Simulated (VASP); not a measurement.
**WS2: single point with PBE**

WS2, a slab with vacuum:

```
W S
1.0
     3.18321    0.00000    0.00000
    -1.59160    2.75674    0.00000
     0.00000    0.00000   23.66876
W S
2 4
Cartesian
  1.5916 0.9189 8.5842
  0.0000 1.8378 15.0845
  1.5916 0.9189 16.6435
  0.0000 1.8378 10.1434
  1.5916 0.9189 13.5253
  0.0000 1.8378 7.0253
```

```yaml
Program: VASP 6.6.1
Task: single point
Functional: PBE
Potentials_or_basis: VASP PAW PBE potentials, release 64 (W_sv, S)
Cutoff: 520 eV
k_mesh: 10 × 10 × 2
Occupations: fermi-dirac, width 0.05 eV
Spin: no spin polarisation
Dipole_correction: no
Further_INCAR_settings: ALGO = Normal; EDIFF = 1e-07; NBANDS = 35
```

| Quantity | Value |
| --- | --- |
| Largest force | 0.274 eV/Å |
| Band gap on the k mesh | 1.68 eV, indirect (least direct gap 2.13 eV) |

Forces in eV/Å, atoms in the order of the input:
```
W    0.000  0.000 -0.013
W    0.000  0.000  0.013
S    0.000  0.000  0.274
S    0.000  0.000  0.229
S    0.000  0.000 -0.229
S    0.000  0.000 -0.274
```

Levels at points of the mesh, in eV from the valence-band top:
| k point | band 23 | band 24 | band 25 | band 26 | band 27 | band 28 | band 29 | band 30 |
| --- | --- | --- | --- | --- | --- | --- | --- | --- |
| (0.00, 0.00, 0.00) | -1.97 | -1.97 | -0.48 | 0.00 | 2.58 | 2.58 | 2.58 | 2.58 |
| (0.50, 0.00, 0.00) | -1.64 | -1.59 | -1.27 | -1.22 | 2.53 | 2.54 | 2.96 | 3.04 |
| (0.00, 0.00, 0.50) | -1.97 | -1.97 | -0.48 | 0.00 | 2.58 | 2.58 | 2.58 | 2.58 |
| (0.50, 0.00, 0.50) | -1.64 | -1.59 | -1.27 | -1.22 | 2.53 | 2.54 | 2.96 | 3.04 |

Run time: 6.8 min on 1 thread of AMD EPYC 7R13 Processor (Zen 3), with other jobs on the host, peak memory 0.36 GiB.

Caveat: spin-orbit coupling is left out, which moves the levels of the heavy elements.
